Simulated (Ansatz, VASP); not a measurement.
# HPt4: VASP beside Ansatz

```
Pt H
1.0
     2.80716    0.00000    0.00000
     0.00000    3.96993    0.00000
     0.00000    0.00000   21.15539
Pt H
4 1
Direct
  0.50000 0.50000 0.18908
  0.00000 0.00000 0.25542
  0.50000 0.50000 0.32689
  0.00000 0.00000 0.38550
  0.00000 0.00000 0.44884
```

Alike in both runs: task single point; functional PBE; k mesh 9 × 7 × 1; occupations gaussian, width 0.1 eV; collinear spin.

|  | VASP | Ansatz |
| --- | --- | --- |
| version | VASP 6.6.1 | Ansatz 0.2.0 |
| potentials or method | VASP PAW PBE potentials, release 64 (Pt, H), cutoff 520 eV | scalar-relativistic, plane waves, PAW |
| valence electrons in the cell | 41 | 73 |

|  | VASP | Ansatz | Ansatz less VASP |
| --- | --- | --- | --- |
| gap on the k mesh at the Fermi level (eV) | none | none | - |
| rms of the force components (eV/Å) | 2.550 | 2.528 | -0.0225 |
| net moment per atom (μB) | 0.00 | 0.00 | 0.000 |

Atom by atom the forces differ by 0.027 eV/Å (rms over components). A gap of «none» marks a metal or a gap that the smearing closes. VASP's potentials hold 41 valence electrons a cell and Ansatz's 73, so a difference there can come from the potentials and not from the codes. Ansatz's warnings: seeded moment not kept.

Spin-orbit coupling is off throughout.
